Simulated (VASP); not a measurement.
# Mo (Im-3m) in VASP: notebook, part 2 of 2

VASP 6.6.1. The steps go on from the part before.

### 3 Single point, PBEsol

This run uses another cell than the first one, of 15.63 Å³/atom, 1.020 times its volume.

Input file INCAR:

```
PREC     = Accurate       # precision mode
ENCUT    = 520            # plane-wave cutoff, eV
EDIFF    = 1E-6           # SCF threshold, eV
ISMEAR   = 0              # smearing method
SIGMA    = 0.05           # smearing width, eV
LREAL    = F              # projectors in reciprocal space
LASPH    = T              # aspherical terms in the spheres
NELM     = 100            # most SCF steps
ALGO     = Normal         # electronic algorithm
ISIF     = 2              # what is computed and relaxed
LWAVE    = F              # write WAVECAR
LCHARG   = T              # write CHGCAR
GGA      = PS             # functional
LELF     = T              # ELF
LVHAR    = T            
NBANDS   = 13             # bands
```

Input file KPOINTS:

```
regular mesh
0
Gamma
  18 18 18
```

Input file POSCAR:

```
Mo
1.0
   -1.5750000000      1.5750000000      1.5750000000
    1.5750000000     -1.5750000000      1.5750000000
    1.5750000000      1.5750000000     -1.5750000000
Mo
1
Direct
    0.0000000000      0.0000000000      0.0000000000
```

Potentials or basis: VASP PAW PBE potentials, release 64 (Mo_sv).

On the command line:

```bash
cat potpaw_PBE.64/Mo_sv/POTCAR > POTCAR
mpirun -np 1 vasp_std > vasp.out
```

OUTCAR:

```text
PREC = Accurate
   ENCUT = 520
   EDIFF = 1E-6
   ISMEAR = 0
   LREAL = F
   LASPH = T
   NELM = 100
   ISIF = 2
   GGA = PS

 ion  position               nearest neighbor table
   1  0.000  0.000  0.000-

  LATTYP: Found a body centered cubic cell.
 ALAT       =     3.1500000000

  Lattice vectors:

 A1 = (  -1.5750000000,   1.5750000000,   1.5750000000)
 A2 = (   1.5750000000,  -1.5750000000,   1.5750000000)
 A3 = (   1.5750000000,   1.5750000000,  -1.5750000000)

Analysis of symmetry for initial positions (statically):
=====================================================================
 Subroutine PRICEL returns:
 Original cell was already a primitive cell.

 Routine SETGRP: Setting up the symmetry group for a
 body centered cubic supercell.

 Subroutine GETGRP returns: Found 48 space group operations
 (whereof 48 operations were pure point group operations)
 out of a pool of 48 trial point group operations.

The static configuration has the point symmetry O_h .

Analysis of symmetry for dynamics (positions and initial velocities):
=====================================================================
 Subroutine PRICEL returns:
 Original cell was already a primitive cell.

 Routine SETGRP: Setting up the symmetry group for a
 body centered cubic supercell.

 Subroutine GETGRP returns: Found 48 space group operations
 (whereof 48 operations were pure point group operations)
 out of a pool of 48 trial point group operations.

The dynamic configuration has the point symmetry O_h .

 Subroutine INISYM returns: Found 48 space group operations
 (whereof 48 operations are pure point group operations),
 and found     1 'primitive' translations

----------------------------------------------------------------------------------------

                                     Primitive cell

  volume of cell :      15.6279

  direct lattice vectors                    reciprocal lattice vectors
    -1.575000000  1.575000000  1.575000000     0.000000000  0.317460317  0.317460317
     1.575000000 -1.575000000  1.575000000     0.317460317  0.000000000  0.317460317
     1.575000000  1.575000000 -1.575000000     0.317460317  0.317460317  0.000000000

  length of vectors
     2.727980022  2.727980022  2.727980022     0.448956686  0.448956686  0.448956686

  position of ions in fractional coordinates (direct lattice)
     0.000000000  0.000000000  0.000000000

  ion indices of the primitive-cell ions
   primitive index   ion index
                 1           1

----------------------------------------------------------------------------------------

 KPOINTS: regular mesh

Automatic generation of k-mesh.
 Grid dimensions read from file:
 generate k-points for:   18   18   18

 Generating k-lattice:

  Cartesian coordinates                     Fractional coordinates (reciprocal lattice)
     0.000000000  0.017636684  0.017636684     0.055555556  0.000000000  0.000000000
     0.017636684  0.000000000  0.017636684     0.000000000  0.055555556  0.000000000
     0.017636684  0.017636684  0.000000000     0.000000000  0.000000000  0.055555556

  Length of vectors
     0.024942038  0.024942038  0.024942038

  Shift w.r.t. Gamma in fractional coordinates (k-lattice)
     0.000000000  0.000000000  0.000000000

 Subroutine IBZKPT returns following result:
 ===========================================

 Found    195 irreducible k-points:

 Following reciprocal coordinates:
            Coordinates               Weight
  0.000000  0.000000  0.000000      1.000000
  0.055556  0.000000  0.000000     12.000000
  0.111111  0.000000  0.000000     12.000000
  0.166667  0.000000  0.000000     12.000000
  0.222222  0.000000  0.000000     12.000000
  0.277778  0.000000  0.000000     12.000000
[... 16 lines left out ...]
  0.333333  0.111111  0.000000     48.000000
  0.388889  0.111111 -0.000000     48.000000
 [... further k-points ...]
   k-points           NKPTS =    195   k-points in BZ     NKDIM =    195   number of bands    NBANDS=     13
   number of dos      NEDOS =    301   number of ions     NIONS =      1
   total plane-waves  NPLWV =   8000
   dimension x,y,z NGX =    20 NGY =   20 NGZ =   20
   dimension x,y,z NGXF=    40 NGYF=   40 NGZF=   40
   ions per type =               1
   NGX,Y,Z   is equivalent  to a cutoff of  12.19, 12.19, 12.19 a.u.
   NGXF,Y,Z  is equivalent  to a cutoff of  24.38, 24.38, 24.38 a.u.
 SYSTEM =  unknown system
   PREC   = accura    normal or accurate (medium, high low for compatibility)
   ISTART =      0    job   : 0-new  1-cont  2-samecut
   ICHARG =      2    charge: 1-file 2-atom 10-const
   ISPIN  =      1    spin polarized calculation?
   LNONCOLLINEAR =      F non collinear calculations
   LSORBIT =      F    spin-orbit coupling
   LASPH  =      T    aspherical Exc in radial PAW
   ENCUT  =  520.0 eV  38.22 Ry    6.18 a.u.   5.07  5.07  5.07*2*pi/ulx,y,z
   NELM   =    100;   NELMIN=  2; NELMDL= -5     # of ELM steps
   EDIFF  = 0.1E-05   stopping-criterion for ELM
   LREAL  =      F    real-space projection
[... 7 lines left out ...]
   TEBEG  =    0.0;   TEEND  =   0.0 temperature during run
   PSTRESS=    0.0 pullay stress
   NELECT =      14.0000    total number of electrons
   NUPDOWN=      -1.0000    fix difference up-down
   EMIN   =  10.00;   EMAX   =-10.00  energy-range for DOS
   EFERMI =   0.00;   METHOD = LEGACY
   ISMEAR =     0;   SIGMA  =   0.05  broadening in eV -4-tet -1-fermi 0-gaus
   EFERMI_NEDOS =   21; number of points for ismear=-14 and -15
   IALGO  =     38    algorithm
   IMIX   =      4    mixing-type and parameters
     AMIX     =   0.40;   BMIX     =  1.00
     AMIX_MAG =   1.60;   BMIX_MAG =  1.00
  volume/ion in A,a.u.               =      15.63       105.46
  Fermi-wavevector in a.u.,A,eV,Ry     =   1.578157  2.982285 33.886404  2.490580
  Thomas-Fermi vector in A             =   2.678731
   LORBIT       =      0    0 simple, 1 ext, 2 COOP (PROOUT), +10 PAW based schemes
   GGA     = PS    functional components
   LHFCALC =     F    Hartree Fock is set to
   AEXX    =    0.0000 exact exchange contribution
   IVDW    =     0    specifies the selected vdW correction
   LEPSILON=     F    determine dielectric tensor
   LRPA    =     F    only Hartree local field effects (RPA)
 non-spin polarized calculation
 Gauss-broadening in eV      SIGMA  =   0.05
  energy-cutoff  :      520.00
  volume of cell :       15.63
 maximum number of plane-waves:       434
   NGX = 11   NGY = 11   NGZ = 11

 number of electron      14.0000002 magnetization

 Free energy of the ion-electron system (eV)
  ---------------------------------------------------
  ext. energy  EPLUGINS =         0.00000000
  ---------------------------------------------------
  free energy    TOTEN  =       -11.77304277 eV

  energy without entropy =      -11.77238983  energy(sigma->0) =      -11.77271630

 E-fermi :  12.4728     XC(G=0): -13.5299

 val. band max:       12.4631633572   @ k =   0.3889   0.1111  -0.0000
 cond. band min:      12.4884514686   @ k =  -0.3889   0.4444   0.2778
 fundamental gap:      0.0252881114
 Fermi energy:        12.4727877408

 k-point     1 :       0.0000    0.0000    0.0000
  band No.  band energies     occupation
      1     -48.7242      2.00000
      2     -22.0108      2.00000
      3     -22.0108      2.00000
      4     -22.0108      2.00000
      5       5.1823      2.00000
      6      11.1021      2.00000
      7      11.1021      2.00000
      8      11.1021      2.00000
      9      14.1171      0.00000
     10      14.1171      0.00000
     11      27.2772      0.00000
     12      27.2772      0.00000
     13      27.2772      0.00000

 k-point     2 :       0.0556    0.0000    0.0000
  band No.  band energies     occupation
      1     -48.7163      2.00000
      2     -22.0564      2.00000
      3     -22.0248      2.00000
      4     -22.0111      2.00000
      5       5.3200      2.00000
      6      11.0241      2.00000
      7      11.0897      2.00000
      8      11.2311      2.00000
      9      14.0005      0.00000
     10      14.1190      0.00000
     11      27.3818      0.00000
[... 339 lines left out ...]
 k-point    24 :       0.3889    0.1111   -0.0000
  band No.  band energies     occupation
      1     -48.4571      2.00000
      2     -23.3351      2.00000
      3     -22.5000      2.00000
      4     -22.0839      2.00000
      5       7.5302      2.00000
      6       9.2143      2.00000
      7      12.4632      1.21455
      8      14.0277      0.00000
      9      15.1664      0.00000
     10      17.8847      0.00000
     11      24.1653      0.00000
     12      25.2376      0.00000
     13      29.4262      0.00000

 [... further k-points ...]
[... 5 lines left out ...]
  --------------------------------------------------------------------------------------
  -------------------------------------------------------------------------------------
  Total       -0.4745316     -0.4745316     -0.4745316      0.0000000      0.0000000     -0.0000000
  in kB      -48.6490147    -48.6490147    -48.6490147      0.0000000      0.0000000     -0.0000000
  external PRESSURE =     -48.6490147 kB  Pullay stress =       0.0000000 kB

 VOLUME and BASIS-vectors are now :
 -----------------------------------------------------------------------------
  energy-cutoff  :      520.00
  volume of cell :       15.63
      direct lattice vectors                 reciprocal lattice vectors
    -1.575000000  1.575000000  1.575000000     0.000000000  0.317460317  0.317460317
     1.575000000 -1.575000000  1.575000000     0.317460317  0.000000000  0.317460317
     1.575000000  1.575000000 -1.575000000     0.317460317  0.317460317  0.000000000

 POSITION                                       TOTAL-FORCE (eV/Angst)
 -----------------------------------------------------------------------------------
      0.00000      0.00000      0.00000         0.000000      0.000000      0.000000
 -----------------------------------------------------------------------------------
    total drift:                                0.000000      0.000000      0.000000

  FREE ENERGIE OF THE ION-ELECTRON SYSTEM (eV)
  ---------------------------------------------------
  free  energy   TOTEN  =       -11.7730427693 eV

  energy  without entropy=      -11.7723898329  energy(sigma->0) =      -11.77271630
```

It took 11 s on 1 thread of Intel Xeon 6975P-C (Granite Rapids), shared host; peak memory 0.15 GiB.

What came out:

| Item | Value |
| --- | --- |
| Free energy | -11.7730 eV |
| Pressure | -4.9 GPa |
| Band gap on the k mesh | zero (band 7 reaches 16.48 eV, above the bottom of band 8 at 11.10 eV) |

Levels at points of the mesh, in eV from the Fermi level:
```tsv
k point	band 5	band 6	band 7	band 8	band 9	band 10
(0.00, 0.00, 0.00)	-7.29	-1.37	-1.37	-1.37	1.64	1.64
(0.50, 0.00, 0.00)	-5.36	-3.42	1.60	1.68	2.31	4.78
(0.50, 0.50, 0.50)	-5.47	-5.47	4.01	4.01	4.01	9.02
```

Caveat: the PAW data sets were made with another functional, which shifts forces and pressure a little.
